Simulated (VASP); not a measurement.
## Cd2SeO: single point with PBE

The system is Cd2SeO.

```
O Cd Se
1.0
     4.02711    0.00000    0.00000
     0.00000    4.02711    0.00000
     0.00000    0.00000    5.53938
O Cd Se
1 2 1
Cartesian
  0.0000 0.0000 0.0000
  0.0000 2.0136 4.4711
  2.0136 0.0000 1.0683
  2.0136 2.0136 2.7697
```

```yaml
Program: VASP 6.6.1
Task: single point
Functional: PBE
Potentials_or_basis: VASP PAW PBE potentials, release 64 (O, Cd, Se)
Cutoff: 520 eV
k_mesh: 6 × 6 × 4
Occupations: fermi-dirac, width 0.02 eV
Spin: no spin polarisation
```

```
Pressure               : 0.5 GPa
Largest force          : 0.022 eV/Å
Band gap on the k mesh : zero (filled and empty bands touch)
```

Forces on the atoms (eV/Å):
```
O    0.000  0.000  0.000
Cd   0.000  0.000 -0.022
Cd   0.000  0.000  0.022
Se   0.000  0.000  0.000
```

Stress tensor (GPa, compression positive):
```
0.56 0.00 0.00
0.00 0.56 0.00
0.00 0.00 0.46
```

Levels at points of the mesh, in eV from the Fermi level:
```tsv
k point	band 14	band 15	band 16	band 17	band 18	band 19	band 20	band 21	band 22	band 23
(0.00, 0.00, 0.00)	-2.17	-2.17	-0.57	-0.34	-0.03	-0.03	4.14	4.94	8.08	8.08
(0.50, 0.00, 0.00)	-3.48	-2.04	-1.78	-1.64	-0.13	3.03	3.45	5.33	5.81	8.08
(0.50, 0.50, 0.00)	-3.80	-2.11	-1.77	-1.77	-1.47	2.80	3.86	4.80	4.80	6.92
(0.00, 0.00, 0.50)	-1.86	-1.86	-1.77	-0.32	-0.32	2.43	3.34	5.52	6.15	7.27
(0.50, 0.00, 0.50)	-3.90	-1.63	-0.94	-0.92	-0.07	1.62	4.05	5.29	7.51	7.92
(0.50, 0.50, 0.50)	-3.72	-2.45	-2.24	-2.09	-2.09	4.42	4.42	5.08	5.99	7.03
```

It took 30 s on 1 thread of Intel(R) Xeon(R) 6975P-C (Granite Rapids), with other jobs on the host, peak memory 0.22 GiB.
